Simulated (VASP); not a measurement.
A run of VASP 6.6.1:

File INCAR:

```
ALGO     = Normal         # electronic algorithm
EDIFF    = 1E-6           # SCF threshold, eV
ENCUT    = 600            # plane-wave cutoff, eV
GGA      = PS             # functional
GGA_COMPAT= False        
ISIF     = 2              # what is computed and relaxed
ISMEAR   = 0              # smearing method
LASPH    = True           # aspherical terms in the spheres
LCHARG   = False          # write CHGCAR
LREAL    = False          # projectors in reciprocal space
LWAVE    = False          # write WAVECAR
NBANDS   = 14             # bands
NELM     = 120            # most SCF steps
PREC     = Accurate       # precision mode
SIGMA    = 0.02           # smearing width, eV
```

Contents of KPOINTS:

```
k-points
0
Gamma
  8 8 8
```

Contents of POSCAR:

```
NaF
1.0
    0.0000000000      2.3147058277      2.3147058277
    2.3147058277      0.0000000000      2.3147058277
    2.3147058277      2.3147058277      0.0000000000
Na F
1 1
Direct
    0.0000000000      0.0000000000      0.0000000000
    0.5000000000      0.5000000000      0.5000000000
```

Potentials or basis: VASP PAW PBE potentials, release 64 (Na_pv, F).

Launch:

```sh
$ cat potpaw_PBE.64/Na_pv/POTCAR potpaw_PBE.64/F/POTCAR > POTCAR
$ mpirun -np 1 vasp_std > vasp.out
```

Hardware: 1 thread of Intel Xeon 8259CL, with other jobs on the host.

How long does it take, and how much memory?

It took 19 s on 1 thread of Intel Xeon 8259CL, on a shared host, peak memory 0.15 GiB. Counts: scf iterations 12, k points 29.
